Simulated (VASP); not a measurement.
**Pb: single point with PBEsol**

The system is Pb.

```
Pb
1.0
     0.00000    3.43900    3.43900
     3.43900    0.00000    3.43900
     3.43900    3.43900    0.00000
Pb
2
Direct
  0.50000 0.50000 0.50000
  0.75000 0.75000 0.75000
```

```
Program             : VASP 6.6.1
Task                : single point
Functional          : PBEsol
Potentials or basis : VASP PAW PBE potentials, release 64 (Pb_d)
Cutoff              : 520 eV
k mesh              : 8 × 8 × 8
Occupations         : fermi-dirac, width 0.1 eV
Spin                : no spin polarisation
```

The pressure is 0.4 GPa and the band gap on the k mesh is zero (band 14 reaches 4.57 eV, above the bottom of band 15 at 3.42 eV).

Levels at points of the mesh, in eV from the Fermi level:
| k point | band 11 | band 12 | band 13 | band 14 | band 15 | band 16 | band 17 | band 18 |
| --- | --- | --- | --- | --- | --- | --- | --- | --- |
| (0.00, 0.00, 0.00) | -11.17 | -3.95 | 0.39 | 0.39 | 0.39 | 2.40 | 2.40 | 2.40 |
| (0.50, 0.00, 0.00) | -9.81 | -7.13 | -1.00 | -0.76 | -0.76 | 3.51 | 3.51 | 5.35 |
| (0.50, 0.50, 0.00) | -8.51 | -8.51 | -1.99 | -1.99 | 0.81 | 0.81 | 7.17 | 7.17 |

Wall time 60 s on 1 thread of Intel Xeon 8259CL (shared host), peak memory 0.21 GiB.

Caveat: the PAW data sets were made with another functional, which shifts forces and pressure a little; spin-orbit coupling is left out, which moves the levels of the heavy elements.
